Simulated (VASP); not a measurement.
Here is a VASP 6.6.1 calculation.

The input POSCAR:

```
Be
1.0
    0.0000000000      1.6207906275      1.6207906275
    1.6207906275      0.0000000000      1.6207906275
    1.6207906275      1.6207906275      0.0000000000
Be
1
Direct
    0.0000000000      0.0000000000      0.0000000000
```

INCAR.step1

```
PREC = Accurate ; ENCUT = 520
ISMEAR = -1 ; SIGMA = 0.1
LREAL = F ; LASPH = T
NELM = 60 ; NBANDS = 7
GGA = PE ; ALGO = Normal
EDIFF = 1E-4 ; LWAVE = T
LCHARG = F
```

File INCAR.step2:

```
PREC = Accurate ; ENCUT = 520
EDIFF = 1E-6 ; ISMEAR = -1
SIGMA = 0.1 ; LREAL = F
LASPH = T ; NELM = 60
ALGO = Normal ; ISIF = 2
LWAVE = F ; LCHARG = F
METAGGA = R2SCAN ; LMIXTAU = T
NBANDS = 7 ; ISTART = 1
```

KPOINTS

```
Automatic mesh
0
Gamma
  19 19 19
```

Potentials or basis: VASP PAW PBE potentials, release 64 (Be).

Command:

```console
$ cat potpaw_PBE.64/Be/POTCAR > POTCAR
$ cp INCAR.step1 INCAR
$ mpirun -np 1 vasp_std > vasp.out
$ cp INCAR.step2 INCAR
$ mpirun -np 1 vasp_std > vasp.out
```

(1) What does it give for the band gap on the k mesh?

(2) What does it give for the pressure?

Answers

(1) zero (bands 1 and 2 overlap by 0.94 eV).

(2) -8.1 GPa.

Caveat: the cell stands under tension; the PAW data sets were made with another functional, which shifts forces and pressure a little.
